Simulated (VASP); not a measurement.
# Pb in VASP: single point with PBE

Aim: the single point of Pb with PBE.

Program: VASP 6.6.1. These are calculated values, not measurements. Logs are shortened: lines on timing, memory, paths and dates and some standing lists are left out, and cuts for length are marked.

## Step 1: The cell of the first run

The cell holds a slab with vacuum, 5 atoms: a = 3.540 Å, b = 3.540 Å, c = 27.742 Å, α = 90.00°, β = 90.00°, γ = 120.00°.

## Step 2: Single point, PBE

Contents of INCAR:

```
PREC     = Accurate       # precision mode
ENCUT    = 520            # plane-wave cutoff, eV
EDIFF    = 1E-6           # SCF threshold, eV
ISMEAR   = -1             # smearing method
SIGMA    = 0.08           # smearing width, eV
LREAL    = F              # projectors in reciprocal space
LASPH    = T              # aspherical terms in the spheres
NELM     = 80             # most SCF steps
ALGO     = Normal         # electronic algorithm
ISIF     = 2              # what is computed and relaxed
LWAVE    = F              # write WAVECAR
LCHARG   = T              # write CHGCAR
LDIPOL   = T            
IDIPOL   = 3            
DIPOL    = 0.5 0.5 0.500
GGA      = PE             # functional
LELF     = T              # ELF
LVHAR    = T            
LVACPOTAV= T            
NBANDS   = 43             # bands
```

Contents of KPOINTS:

```
Automatic mesh
0
Gamma
  12 12 1
```

Contents of POSCAR:

```
Pb
1.0
    3.5396290503      0.0000000000      0.0000000000
   -1.7698145252      3.0654086775      0.0000000000
    0.0000000000      0.0000000000     27.7418000000
Pb
5
Direct
    0.0000000000      0.0000000000      0.2912545975
    0.3333333333      0.6666666667      0.3916786399
    0.0000000000      0.0000000000      0.5000000003
    0.3333333333      0.6666666667      0.6083213578
    0.0000000000      0.0000000000      0.7087454042
```

Potentials or basis: VASP PAW PBE potentials, release 64 (Pb_d).

On the command line:

```sh
> cat potpaw_PBE.64/Pb_d/POTCAR > POTCAR
> mpirun -np 1 vasp_std > vasp.out
```

OUTCAR:

```text
PREC = Accurate
   ENCUT = 520
   EDIFF = 1E-6
   ISMEAR = -1
   LREAL = F
   LASPH = T
   NELM = 80
   ISIF = 2
   GGA = PE

 ion  position               nearest neighbor table
   1  0.000  0.000  0.291-   2 3.46   2 3.46   2 3.46
   2  0.333  0.667  0.392-   1 3.46   1 3.46   1 3.46   3 3.63   3 3.63   3 3.63
   3  0.000  0.000  0.500-   4 3.63   4 3.63   4 3.63   2 3.63   2 3.63   2 3.63
   4  0.333  0.667  0.608-   5 3.46   5 3.46   5 3.46   3 3.63   3 3.63   3 3.63
   5  0.000  0.000  0.709-   4 3.46   4 3.46   4 3.46

  LATTYP: Found a hexagonal cell.
 ALAT       =     3.5396290503
 C/A-ratio  =     7.8374879418

  Lattice vectors:

 A1 = (   3.5396290503,   0.0000000000,   0.0000000000)
 A2 = (  -1.7698145252,   3.0654086775,   0.0000000000)
 A3 = (   0.0000000000,   0.0000000000,  27.7418000000)

Analysis of symmetry for initial positions (statically):
=====================================================================
 Subroutine PRICEL returns:
 Original cell was already a primitive cell.

 Routine SETGRP: Setting up the symmetry group for a
 hexagonal supercell.

 Subroutine GETGRP returns: Found 12 space group operations
 (whereof 12 operations were pure point group operations)
 out of a pool of 24 trial point group operations.

The static configuration has the point symmetry D_3h.

Analysis of symmetry for dynamics (positions and initial velocities):
=====================================================================
 Subroutine PRICEL returns:
 Original cell was already a primitive cell.

 Routine SETGRP: Setting up the symmetry group for a
 hexagonal supercell.

 Subroutine GETGRP returns: Found 12 space group operations
 (whereof 12 operations were pure point group operations)
 out of a pool of 24 trial point group operations.

The dynamic configuration has the point symmetry D_3h.

 Subroutine INISYM returns: Found 12 space group operations
 (whereof 12 operations are pure point group operations),
 and found     1 'primitive' translations

----------------------------------------------------------------------------------------

                                     Primitive cell

  volume of cell :     301.0099

  direct lattice vectors                    reciprocal lattice vectors
     3.539629050  0.000000000  0.000000000     0.282515480  0.163110388  0.000000000
    -1.769814525  3.065408677  0.000000000     0.000000000  0.326220777  0.000000000
     0.000000000  0.000000000 27.741800000     0.000000000  0.000000000  0.036046688

  length of vectors
     3.539629050  3.539629050 27.741800000     0.326220777  0.326220777  0.036046688

  position of ions in fractional coordinates (direct lattice)
     0.000000000  0.000000000  0.291254597
     0.333333333  0.666666667  0.391678640
     0.000000000  0.000000000  0.500000000
     0.333333333  0.666666667  0.608321358
     0.000000000  0.000000000  0.708745404

  ion indices of the primitive-cell ions
   primitive index   ion index
                 1           1
                 2           2
                 3           3
                 4           4
                 5           5

----------------------------------------------------------------------------------------

 KPOINTS: Automatic mesh

Automatic generation of k-mesh.
 Grid dimensions read from file:
 generate k-points for:   12   12    1

 Generating k-lattice:

  Cartesian coordinates                     Fractional coordinates (reciprocal lattice)
     0.023542957  0.013592532  0.000000000     0.083333333  0.000000000  0.000000000
     0.000000000  0.027185065  0.000000000     0.000000000  0.083333333  0.000000000
     0.000000000  0.000000000  0.036046688     0.000000000  0.000000000  1.000000000

  Length of vectors
     0.027185065  0.027185065  0.036046688

  Shift w.r.t. Gamma in fractional coordinates (k-lattice)
     0.000000000  0.000000000  0.000000000

 Subroutine IBZKPT returns following result:
 ===========================================

 Found     19 irreducible k-points:

 Following reciprocal coordinates:
            Coordinates               Weight
  0.000000  0.000000  0.000000      1.000000
  0.083333  0.000000  0.000000      6.000000
  0.166667  0.000000  0.000000      6.000000
  0.250000  0.000000  0.000000      6.000000
  0.333333  0.000000  0.000000      6.000000
  0.416667 -0.000000  0.000000      6.000000
[... 11 lines left out ...]
  0.333333  0.250000  0.000000     12.000000
  0.333333  0.333333  0.000000      2.000000
   k-points           NKPTS =     19   k-points in BZ     NKDIM =     19   number of bands    NBANDS=     43
   number of dos      NEDOS =    301   number of ions     NIONS =      5
   total plane-waves  NPLWV = 164640
   dimension x,y,z NGX =    28 NGY =   28 NGZ =  210
   dimension x,y,z NGXF=    56 NGYF=   56 NGZF=  420
   ions per type =               5
   NGX,Y,Z   is equivalent  to a cutoff of  13.15, 13.15, 12.58 a.u.
   NGXF,Y,Z  is equivalent  to a cutoff of  26.30, 26.30, 25.17 a.u.
 SYSTEM =  unknown system
   PREC   = accura    normal or accurate (medium, high low for compatibility)
   ISTART =      0    job   : 0-new  1-cont  2-samecut
   ICHARG =      2    charge: 1-file 2-atom 10-const
   ISPIN  =      1    spin polarized calculation?
   LNONCOLLINEAR =      F non collinear calculations
   LSORBIT =      F    spin-orbit coupling
   LASPH  =      T    aspherical Exc in radial PAW
   ENCUT  =  520.0 eV  38.22 Ry    6.18 a.u.   6.58  6.58 51.58*2*pi/ulx,y,z
   NELM   =     80;   NELMIN=  2; NELMDL= -5     # of ELM steps
   EDIFF  = 0.1E-05   stopping-criterion for ELM
   LREAL  =      F    real-space projection
   EDIFFG = 0.1E-04   stopping-criterion for IOM
   NSW    =      0    number of steps for IOM
   IBRION =     -1    ionic relax: 0-MD 1-quasi-New 2-CG
   NFREE  =      0    steps in history (QN), initial steepest desc. (CG)
   ISIF   =      2    stress and relaxation
   ISYM   =      2    0-nonsym 1-usesym 2-fastsym
   POTIM  = 0.5000    time-step for ionic-motion
   TEBEG  =    0.0;   TEEND  =   0.0 temperature during run
   PSTRESS=    0.0 pullay stress
   NELECT =      70.0000    total number of electrons
   NUPDOWN=      -1.0000    fix difference up-down
   EMIN   =  10.00;   EMAX   =-10.00  energy-range for DOS
   EFERMI =   0.00;   METHOD = LEGACY
   ISMEAR =    -1;   SIGMA  =   0.08  broadening in eV -4-tet -1-fermi 0-gaus
   EFERMI_NEDOS =   21; number of points for ismear=-14 and -15
   IALGO  =     38    algorithm
   IMIX   =      4    mixing-type and parameters
     AMIX     =   0.40;   BMIX     =  1.00
     AMIX_MAG =   1.60;   BMIX_MAG =  1.00
  volume/ion in A,a.u.               =      60.20       406.26
  Fermi-wavevector in a.u.,A,eV,Ry     =   1.006732  1.902448 13.789634  1.013510
  Thomas-Fermi vector in A             =   2.139493
   LORBIT       =      0    0 simple, 1 ext, 2 COOP (PROOUT), +10 PAW based schemes
   GGA     = PE    functional components
   LHFCALC =     F    Hartree Fock is set to
   AEXX    =    0.0000 exact exchange contribution
   IVDW    =     0    specifies the selected vdW correction
   LEPSILON=     F    determine dielectric tensor
   LRPA    =     F    only Hartree local field effects (RPA)
 non-spin polarized calculation
  energy-cutoff  :      520.00
  volume of cell :      301.01
 maximum number of plane-waves:      8203
 NGX is ok and might be reduce to    28
   NGX = 13   NGY = 13   NGZ =103

 number of electron      70.0000005 magnetization

 dipolmoment           0.000000      0.000000      0.000000 electrons x Angstroem

 Free energy of the ion-electron system (eV)
  ---------------------------------------------------
  ext. energy  EPLUGINS =         0.00000000
  ---------------------------------------------------
  free energy    TOTEN  =       -17.37739466 eV

  energy without entropy =      -17.30407980  energy(sigma->0) =      -17.34073723

 E-fermi :   1.8294     XC(G=0):  -5.7756

 val. band max:        1.8270866176   @ k =   0.4167   0.0833   0.0000
 cond. band min:       1.8708155327   @ k =   0.4167   0.1667   0.0000
 fundamental gap:      0.0437289151
 Fermi energy:         1.8293885925

 k-point     1 :       0.0000    0.0000    0.0000
  band No.  band energies     occupation
      1     -15.2923      2.00000
      2     -15.2645      2.00000
      3     -15.2644      2.00000
      4     -15.2625      2.00000
      5     -15.2625      2.00000
      6     -15.2097      2.00000
[... 35 lines left out ...]
     42       7.6063      0.00000
     43       8.1236      0.00000

 k-point     2 :       0.0833    0.0000    0.0000
  band No.  band energies     occupation
      1     -15.2867      2.00000
      2     -15.2645      2.00000
      3     -15.2596      2.00000
      4     -15.2586      2.00000
      5     -15.2482      2.00000
      6     -15.2133      2.00000
[... 35 lines left out ...]
     42       7.0595      0.00000
     43       7.1866      0.00000

 k-point     3 :       0.1667    0.0000    0.0000
  band No.  band energies     occupation
      1     -15.2943      2.00000
      2     -15.2632      2.00000
      3     -15.2627      2.00000
      4     -15.2446      2.00000
      5     -15.2155      2.00000
      6     -15.2107      2.00000
[... 35 lines left out ...]
     42       6.1057      0.00000
     43       6.3836      0.00000

 k-point     4 :       0.2500    0.0000    0.0000
  band No.  band energies     occupation
      1     -15.3163      2.00000
      2     -15.2834      2.00000
      3     -15.2811      2.00000
      4     -15.2325      2.00000
      5     -15.2296      2.00000
      6     -15.2157      2.00000
[... 633 lines left out ...]
     42       3.6902      0.00000
     43       4.7949      0.00000

 k-point    18 :       0.3333    0.2500    0.0000
  band No.  band energies     occupation
      1     -15.2786      2.00000
      2     -15.2591      2.00000
      3     -15.2524      2.00000
      4     -15.2431      2.00000
      5     -15.2257      2.00000
      6     -15.2182      2.00000
[... 35 lines left out ...]
     42       4.0396      0.00000
     43       4.3208      0.00000

 k-point    19 :       0.3333    0.3333    0.0000
  band No.  band energies     occupation
      1     -15.2815      2.00000
      2     -15.2545      2.00000
      3     -15.2430      2.00000
      4     -15.2269      2.00000
      5     -15.2228      2.00000
      6     -15.2011      2.00000
[... 35 lines left out ...]
     42       3.9331      0.00000
     43       4.4377      0.00000

------------------------ aborting loop because EDIFF is reached ----------------------------------------

  FORCE on cell =-STRESS in cart. coord.  units (eV):
  Direction    XX          YY          ZZ          XY          YZ          ZX
  --------------------------------------------------------------------------------------
  -------------------------------------------------------------------------------------
  Total       -0.5214466     -0.5214466     -0.0741489      0.0000000      0.0000000     -0.0000000
  in kB       -2.7754901     -2.7754901     -0.3946705      0.0000000      0.0000000     -0.0000000
  external PRESSURE =      -1.9818836 kB  Pullay stress =       0.0000000 kB

 VOLUME and BASIS-vectors are now :
 -----------------------------------------------------------------------------
  energy-cutoff  :      520.00
  volume of cell :      301.01
      direct lattice vectors                 reciprocal lattice vectors
     3.539629050  0.000000000  0.000000000     0.282515480  0.163110388  0.000000000
    -1.769814525  3.065408677  0.000000000     0.000000000  0.326220777  0.000000000
     0.000000000  0.000000000 27.741800000     0.000000000  0.000000000  0.036046688

 POSITION                                       TOTAL-FORCE (eV/Angst)
 -----------------------------------------------------------------------------------
      0.00000      0.00000      8.07993         0.000000     -0.000000     -0.001286
     -0.00000      2.04361     10.86587         0.000000      0.000000      0.002184
      0.00000      0.00000     13.87090        -0.000000     -0.000000      0.000000
     -0.00000      2.04361     16.87593        -0.000000     -0.000000     -0.002184
      0.00000      0.00000     19.66187         0.000000     -0.000000      0.001286
 -----------------------------------------------------------------------------------
    total drift:                               -0.000000      0.000000      0.000012

  FREE ENERGIE OF THE ION-ELECTRON SYSTEM (eV)
  ---------------------------------------------------
  free  energy   TOTEN  =       -17.3773946640 eV

  energy  without entropy=      -17.3040797965  energy(sigma->0) =      -17.34073723

 vacuum level on the upper side and lower side of the slab         5.563         5.563
```

It took 2.9 min on 1 thread of Intel Xeon 6975P-C (Granite Rapids), shared host; peak memory 0.48 GiB.

What came out:

| Quantity | Value |
| --- | --- |
| Free energy | -17.3774 eV |
| Band gap on the k mesh | zero (bands 35 and 36 overlap by 4.61 eV) |

Forces in eV/Å, atoms in the order of the input:
```
Pb   0.000  0.000 -0.001
Pb   0.000  0.000  0.002
Pb   0.000  0.000  0.000
Pb   0.000  0.000 -0.002
Pb   0.000  0.000  0.001
```

Caveat: spin-orbit coupling is left out, which moves the levels of the heavy elements.
